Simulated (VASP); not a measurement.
# CdS (gw) (P6_3mc) in VASP: single point with PBE

Aim: the single point of CdS (gw) with PBE.

All numbers are computed with VASP 6.6.1; they aren't measurements. Logs are shortened: lines on timing, memory, paths and dates and some standing lists are left out, and cuts for length are marked.

### Step 1. The cell of the first run

The structure is hexagonal, space group P6_3mc (No. 186). The conventional cell has a = 4.196 Å, b = 4.196 Å, c = 6.829 Å, α = 90.00°, β = 90.00°, γ = 120.00°. Cd (site symmetry 3m) has 4 S at 2.57 Å within 3.4 Å. S (site symmetry 3m) has 4 Cd at 2.57 Å within 3.4 Å.

### Step 2. Single point, PBE

Input file INCAR:

```
SYSTEM = CdS
PREC = Accurate
ENCUT = 520
EDIFF = 1E-7
ISMEAR = 0
SIGMA = 0.01
LREAL = .False.
LASPH = .True.
NELM = 60
ALGO = Normal
ISIF = 2
LWAVE = .False.
LCHARG = .False.
GGA = PE
NBANDS = 26
```

Input file KPOINTS:

```
regular mesh
0
Gamma
  6 6 2
  0 0 0
```

Input file POSCAR:

```
CdS
1.0
    4.1964359618      0.0000000000      0.0000000000
   -2.0982179809      3.6342201483      0.0000000000
    0.0000000000      0.0000000000      6.8291483493
Cd S
2 2
Direct
    0.6666666667      0.3333333333      0.5002281161
    0.3333333333      0.6666666667      0.0002281161
    0.6666666667      0.3333333333      0.8767718839
    0.3333333333      0.6666666667      0.3767718839
```

Potentials or basis: VASP PAW PBE potentials, release 64 (Cd, S).

Run with:

```
> cat potpaw_PBE.64/Cd/POTCAR potpaw_PBE.64/S/POTCAR > POTCAR
> mpirun -np 1 vasp_std > vasp.out
```

OUTCAR:

```text
SYSTEM = CdS
   PREC = Accurate
   ENCUT = 520
   EDIFF = 1E-7
   ISMEAR = 0
   LREAL = .False.
   LASPH = .True.
   NELM = 60
   ISIF = 2
   GGA = PE

 ion  position               nearest neighbor table
   1  0.667  0.333  0.500-   4 2.57   4 2.57   4 2.57   3 2.57
   2  0.333  0.667  0.000-   3 2.57   3 2.57   3 2.57   4 2.57
   3  0.667  0.333  0.877-   2 2.57   2 2.57   2 2.57   1 2.57
   4  0.333  0.667  0.377-   1 2.57   1 2.57   1 2.57   2 2.57

  LATTYP: Found a hexagonal cell.
 ALAT       =     4.1964359618
 C/A-ratio  =     1.6273686556

  Lattice vectors:

 A1 = (   4.1964359618,   0.0000000000,   0.0000000000)
 A2 = (  -2.0982179809,   3.6342201483,   0.0000000000)
 A3 = (   0.0000000000,   0.0000000000,   6.8291483493)

Analysis of symmetry for initial positions (statically):
=====================================================================
 Subroutine PRICEL returns:
 Original cell was already a primitive cell.

 Routine SETGRP: Setting up the symmetry group for a
 hexagonal supercell.

 Subroutine GETGRP returns: Found 12 space group operations
 (whereof  6 operations were pure point group operations)
 out of a pool of 24 trial point group operations.

The static configuration has the point symmetry C_3v.
 The point group associated with its full space group is C_6v.

Analysis of symmetry for dynamics (positions and initial velocities):
=====================================================================
 Subroutine PRICEL returns:
 Original cell was already a primitive cell.

 Routine SETGRP: Setting up the symmetry group for a
 hexagonal supercell.

 Subroutine GETGRP returns: Found 12 space group operations
 (whereof  6 operations were pure point group operations)
 out of a pool of 24 trial point group operations.

The dynamic configuration has the point symmetry C_3v.
 The point group associated with its full space group is C_6v.

 Subroutine INISYM returns: Found 12 space group operations
 (whereof  6 operations are pure point group operations),
 and found     1 'primitive' translations

----------------------------------------------------------------------------------------

                                     Primitive cell

  volume of cell :     104.1498

  direct lattice vectors                    reciprocal lattice vectors
     4.196435962  0.000000000  0.000000000     0.238297453  0.137581098  0.000000000
    -2.098217981  3.634220148  0.000000000     0.000000000  0.275162197  0.000000000
     0.000000000  0.000000000  6.829148349     0.000000000  0.000000000  0.146431143

  length of vectors
     4.196435962  4.196435962  6.829148349     0.275162197  0.275162197  0.146431143

  position of ions in fractional coordinates (direct lattice)
     0.666666667  0.333333333  0.500228116
     0.333333333  0.666666667  0.000228116
     0.666666667  0.333333333  0.876771884
     0.333333333  0.666666667  0.376771884

  ion indices of the primitive-cell ions
   primitive index   ion index
                 1           1
                 2           2
                 3           3
                 4           4

----------------------------------------------------------------------------------------

 KPOINTS: regular mesh

Automatic generation of k-mesh.
 Grid dimensions read from file:
 generate k-points for:    6    6    2

 Generating k-lattice:

  Cartesian coordinates                     Fractional coordinates (reciprocal lattice)
     0.039716242  0.022930183  0.000000000     0.166666667 -0.000000000  0.000000000
     0.000000000  0.045860366  0.000000000     0.000000000  0.166666667  0.000000000
     0.000000000  0.000000000  0.073215572     0.000000000  0.000000000  0.500000000

  Length of vectors
     0.045860366  0.045860366  0.073215572

  Shift w.r.t. Gamma in fractional coordinates (k-lattice)
     0.000000000  0.000000000  0.000000000

 Subroutine IBZKPT returns following result:
 ===========================================

 Found     14 irreducible k-points:

 Following reciprocal coordinates:
            Coordinates               Weight
  0.000000  0.000000  0.000000      1.000000
  0.166667  0.000000  0.000000      6.000000
  0.333333  0.000000  0.000000      6.000000
  0.500000  0.000000  0.000000      3.000000
  0.166667  0.166667  0.000000      6.000000
  0.333333  0.166667  0.000000     12.000000
  0.333333  0.333333  0.000000      2.000000
  0.000000  0.000000  0.500000      1.000000
  0.166667  0.000000  0.500000      6.000000
  0.333333  0.000000  0.500000      6.000000
  0.500000  0.000000  0.500000      3.000000
  0.166667  0.166667  0.500000      6.000000
  0.333333  0.166667  0.500000     12.000000
  0.333333  0.333333  0.500000      2.000000
   k-points           NKPTS =     14   k-points in BZ     NKDIM =     14   number of bands    NBANDS=     26
   number of dos      NEDOS =    301   number of ions     NIONS =      4
   total plane-waves  NPLWV =  55296
   dimension x,y,z NGX =    32 NGY =   32 NGZ =   54
   dimension x,y,z NGXF=    64 NGYF=   64 NGZF=  108
   ions per type =               2   2
   NGX,Y,Z   is equivalent  to a cutoff of  12.68, 12.68, 13.15 a.u.
   NGXF,Y,Z  is equivalent  to a cutoff of  25.35, 25.35, 26.29 a.u.
 SYSTEM =  CdS
   PREC   = accura    normal or accurate (medium, high low for compatibility)
   ISTART =      0    job   : 0-new  1-cont  2-samecut
   ICHARG =      2    charge: 1-file 2-atom 10-const
   ISPIN  =      1    spin polarized calculation?
   LNONCOLLINEAR =      F non collinear calculations
   LSORBIT =      F    spin-orbit coupling
   LASPH  =      T    aspherical Exc in radial PAW
   ENCUT  =  520.0 eV  38.22 Ry    6.18 a.u.   7.80  7.80 12.70*2*pi/ulx,y,z
   NELM   =     60;   NELMIN=  2; NELMDL= -5     # of ELM steps
   EDIFF  = 0.1E-06   stopping-criterion for ELM
   LREAL  =      F    real-space projection
   EDIFFG = 0.1E-05   stopping-criterion for IOM
   NSW    =      0    number of steps for IOM
   IBRION =     -1    ionic relax: 0-MD 1-quasi-New 2-CG
   NFREE  =      0    steps in history (QN), initial steepest desc. (CG)
   ISIF   =      2    stress and relaxation
   ISYM   =      2    0-nonsym 1-usesym 2-fastsym
   POTIM  = 0.5000    time-step for ionic-motion
   TEBEG  =    0.0;   TEEND  =   0.0 temperature during run
   PSTRESS=    0.0 pullay stress
   NELECT =      36.0000    total number of electrons
   NUPDOWN=      -1.0000    fix difference up-down
   EMIN   =  10.00;   EMAX   =-10.00  energy-range for DOS
   EFERMI =   0.00;   METHOD = LEGACY
   ISMEAR =     0;   SIGMA  =   0.01  broadening in eV -4-tet -1-fermi 0-gaus
   EFERMI_NEDOS =   21; number of points for ismear=-14 and -15
   IALGO  =     38    algorithm
   IMIX   =      4    mixing-type and parameters
     AMIX     =   0.40;   BMIX     =  1.00
     AMIX_MAG =   1.60;   BMIX_MAG =  1.00
  volume/ion in A,a.u.               =      26.04       175.71
  Fermi-wavevector in a.u.,A,eV,Ry     =   1.148919  2.171143 17.959903  1.320016
  Thomas-Fermi vector in A             =   2.285592
   LORBIT       =      0    0 simple, 1 ext, 2 COOP (PROOUT), +10 PAW based schemes
   GGA     = PE    functional components
   LHFCALC =     F    Hartree Fock is set to
   AEXX    =    0.0000 exact exchange contribution
   IVDW    =     0    specifies the selected vdW correction
   LEPSILON=     F    determine dielectric tensor
   LRPA    =     F    only Hartree local field effects (RPA)
 non-spin polarized calculation
 Gauss-broadening in eV      SIGMA  =   0.01
  energy-cutoff  :      520.00
  volume of cell :      104.15
 maximum number of plane-waves:      2838
 NGX is ok and might be reduce to    32
   NGX = 15   NGY = 15   NGZ = 25

 number of electron      36.0000000 magnetization

 Free energy of the ion-electron system (eV)
  ---------------------------------------------------
  ext. energy  EPLUGINS =         0.00000000
  ---------------------------------------------------
  free energy    TOTEN  =       -12.29595566 eV

  energy without entropy =      -12.29595566  energy(sigma->0) =      -12.29595566

 E-fermi :   0.9894     XC(G=0):  -8.9187

 val. band max:        0.9117582935   @ k =   0.0000   0.0000   0.0000
 cond. band min:       2.0250523465   @ k =   0.0000   0.0000   0.0000
 fundamental gap:      1.1132940529
 Fermi energy:         0.9893950448

 k-point     1 :       0.0000    0.0000    0.0000
  band No.  band energies     occupation
      1     -11.1759      2.00000
      2     -10.7883      2.00000
      3      -6.6369      2.00000
      4      -6.6317      2.00000
      5      -6.6317      2.00000
      6      -6.5574      2.00000
[... 18 lines left out ...]
     25       8.4598      0.00000
     26       8.4652      0.00000

 k-point     2 :       0.1667    0.0000    0.0000
  band No.  band energies     occupation
      1     -11.0904      2.00000
      2     -10.7515      2.00000
      3      -6.6090      2.00000
      4      -6.5983      2.00000
      5      -6.5619      2.00000
      6      -6.5138      2.00000
[... 18 lines left out ...]
     25       8.3721      0.00000
     26       9.0064      0.00000

 k-point     3 :       0.3333    0.0000    0.0000
  band No.  band energies     occupation
      1     -10.9059      2.00000
      2     -10.6899      2.00000
      3      -6.5606      2.00000
      4      -6.5472      2.00000
      5      -6.4333      2.00000
      6      -6.4146      2.00000
[... 18 lines left out ...]
     25       9.2184      0.00000
     26       9.5963      0.00000

 k-point     4 :       0.5000    0.0000    0.0000
  band No.  band energies     occupation
      1     -10.7970      2.00000
      2     -10.6756      2.00000
      3      -6.5460      2.00000
      4      -6.5316      2.00000
      5      -6.3700      2.00000
      6      -6.3636      2.00000
[... 18 lines left out ...]
     25       9.2481      0.00000
     26      10.8527      0.00000
[... 206 lines left out ...]
      1     -10.8216      2.00000
      2     -10.8216      2.00000
      3      -6.5207      2.00000
      4      -6.5207      2.00000
      5      -6.4968      2.00000
      6      -6.4968      2.00000
[... 18 lines left out ...]
     25       8.8661      0.00000
     26       8.8661      0.00000

 k-point    13 :       0.3333    0.1667    0.5000
  band No.  band energies     occupation
      1     -10.7283      2.00000
      2     -10.7283      2.00000
      3      -6.4943      2.00000
      4      -6.4943      2.00000
      5      -6.4547      2.00000
      6      -6.4547      2.00000
[... 18 lines left out ...]
     25       9.3166      0.00000
     26       9.3166      0.00000

 k-point    14 :       0.3333    0.3333    0.5000
  band No.  band energies     occupation
      1     -10.6982      2.00000
      2     -10.6982      2.00000
      3      -6.4672      2.00000
      4      -6.4672      2.00000
      5      -6.4542      2.00000
      6      -6.4542      2.00000
[... 18 lines left out ...]
     25      10.2289      0.00000
     26      10.2299      0.00000

------------------------ aborting loop because EDIFF is reached ----------------------------------------

  FORCE on cell =-STRESS in cart. coord.  units (eV):
  Direction    XX          YY          ZZ          XY          YZ          ZX
  --------------------------------------------------------------------------------------
  -------------------------------------------------------------------------------------
  Total        0.1841179      0.1841179      0.1608499      0.0000000      0.0000000      0.0000000
  in kB        2.8323587      2.8323587      2.4744171      0.0000000      0.0000000      0.0000000
  external PRESSURE =       2.7130449 kB  Pullay stress =       0.0000000 kB

 VOLUME and BASIS-vectors are now :
 -----------------------------------------------------------------------------
  energy-cutoff  :      520.00
  volume of cell :      104.15
      direct lattice vectors                 reciprocal lattice vectors
     4.196435962  0.000000000  0.000000000     0.238297453  0.137581098  0.000000000
    -2.098217981  3.634220148  0.000000000     0.000000000  0.275162197  0.000000000
     0.000000000  0.000000000  6.829148349     0.000000000  0.000000000  0.146431143

 POSITION                                       TOTAL-FORCE (eV/Angst)
 -----------------------------------------------------------------------------------
      2.09822      1.21141      3.41613         0.000000      0.000000      0.002280
     -0.00000      2.42281      0.00156        -0.000000      0.000000      0.002280
      2.09822      1.21141      5.98761         0.000000      0.000000     -0.002280
     -0.00000      2.42281      2.57303        -0.000000      0.000000     -0.002280
 -----------------------------------------------------------------------------------
    total drift:                               -0.000000     -0.000000     -0.000330

  FREE ENERGIE OF THE ION-ELECTRON SYSTEM (eV)
  ---------------------------------------------------
  free  energy   TOTEN  =       -12.2959556629 eV

  energy  without entropy=      -12.2959556629  energy(sigma->0) =      -12.29595566
```

Wall time 17 s (1 thread of Intel Xeon 6975P-C (Granite Rapids), shared host); peak memory 0.22 GiB.

What came out:

```yaml
Free_energy: -12.2960 eV
Pressure: 0.3 GPa
Band_gap_on_the_k_mesh: 1.11 eV, direct
```

Forces on the atoms (eV/Å):
```
Cd   0.000  0.000  0.002
Cd   0.000  0.000  0.002
S    0.000  0.000 -0.002
S    0.000  0.000 -0.002
```

Caveat: the k points lie up to 0.46 Å⁻¹ apart. As with any semilocal functional, this PBE gap is likely too small.
